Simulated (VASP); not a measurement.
Set up this calculation in VASP 6.6.1, as the native input.

```yaml
Task: single point
Functional: PBE
Potentials_or_basis: VASP PAW PBE potentials, release 64 (Na_pv, H)
Cutoff: 500 eV
k_mesh: 10 × 10 × 10
Occupations: gaussian, width 0.05 eV
Spin: no spin polarisation
Dipole_correction: no
Further_INCAR_settings: ALGO = Normal; EDIFF = 1e-06; NBANDS = 11
```

The structure of NaH lies in POSCAR:

```
NaH
1.0
    2.9551240000      0.0000000000      0.0000000000
    0.0000000000      2.9551240000      0.0000000000
    0.0000000000      0.0000000000      2.9551240000
Na H
1 1
Direct
   -0.0507592913      0.0000000000      0.0000000000
    0.5000000000      0.5000000000      0.5000000000
```

This cell differs from its parent crystal: atom 1 (Na) moved by (-0.150, +0.000) A along x and z.

These files were run (other wordings do the same):

INCAR

```
SYSTEM = NaH
PREC     = Accurate       ! precision mode
ENCUT    = 500            ! plane-wave cutoff, eV
EDIFF    = 1E-6           ! SCF threshold, eV
ISMEAR   = 0              ! smearing method
SIGMA    = 0.05           ! smearing width, eV
LREAL    = .FALSE.        ! projectors in reciprocal space
LASPH    = .TRUE.         ! aspherical terms in the spheres
NELM     = 120            ! most SCF steps
ALGO     = Normal         ! electronic algorithm
ISIF     = 2              ! what is computed and relaxed
LWAVE    = .FALSE.        ! write WAVECAR
LCHARG   = .TRUE.         ! write CHGCAR
GGA      = PE             ! functional
LELF     = .TRUE.         ! ELF
LVHAR    = .TRUE.       
NBANDS   = 11             ! bands
GGA_COMPAT= .FALSE.
```

KPOINTS

```
Automatic mesh
0
G
  10 10 10
  0 0 0
```

Potentials or basis: VASP PAW PBE potentials, release 64 (Na_pv, H).

Launch:

```bash
$ cat potpaw_PBE.64/Na_pv/POTCAR potpaw_PBE.64/H/POTCAR > POTCAR
$ mpirun -np 1 vasp_std > vasp.out
```

Results of the run:

```yaml
Pressure: 0.3 GPa
Largest_force: 0.063 eV/Å
Band_gap_on_the_k_mesh: 1.04 eV (least direct gap 4.42 eV)
```

Caveat: the cell differs from its parent crystal (atom 1 (Na) moved by (-0.150, +0.000) A along x and z).

It took 50 s on 1 thread of Intel Xeon 8259CL, on a shared host, peak memory 0.12 GiB.
